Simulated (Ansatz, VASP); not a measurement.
## Two plane-wave programs on GeCN2

```
Ge N C
1.0
     1.78175    1.02869    4.88892
    -1.78175    1.02869    4.88892
     0.00000   -2.05739    4.88892
Ge N C
1 2 1
Direct
  0.00000 0.00000 0.00000
  0.58390 0.58390 0.58390
  0.41610 0.41610 0.41610
  0.50000 0.50000 0.50000
```

Alike in both runs: task single point; functional LDA; k mesh 9 × 9 × 9; occupations fermi-dirac, width 0.05 eV; no spin polarisation.

|  | VASP | Ansatz |
| --- | --- | --- |
| version | VASP 6.6.1 | Ansatz 0.2.0 |
| potentials or method | VASP PAW LDA potentials, release 64 (Ge_d, N, C) | Ansatz PAW |
| plane-wave cutoff (eV) | 520 | 420 |
| valence electrons in the cell | 28 | 28 |

Ansatz gave:

| Item | Value |
| --- | --- |
| gap on the k mesh at the Fermi level (eV) | 0.93 |
| least direct gap on the mesh (eV) | 1.71 |
| pressure (GPa) | -4.1 |
| traceless stress, the component that is largest in VASP (GPa) | 0.94 |
| rms of the force components (eV/Å) | 0.103 |

Question: Estimate VASP's values.

Answer: gap on the k mesh at the Fermi level (eV): 0.91; least direct gap on the mesh (eV): 1.67; pressure (GPa): -3.8; traceless stress, the component that is largest in VASP (GPa): 1.80; rms of the force components (eV/Å): 0.165.

LDA's correlation is that of Perdew and Zunger in VASP and of Perdew and Wang (1992) in Ansatz. Atom by atom the forces differ by 0.063 eV/Å (rms over components).

Noted on VASP's run: the standard files for N, O and F lose accuracy on very short bonds. Noted on Ansatz's run: odd divisions of the mesh miss points on the zone boundary, where band edges often lie, so the gap on the mesh can be too wide.
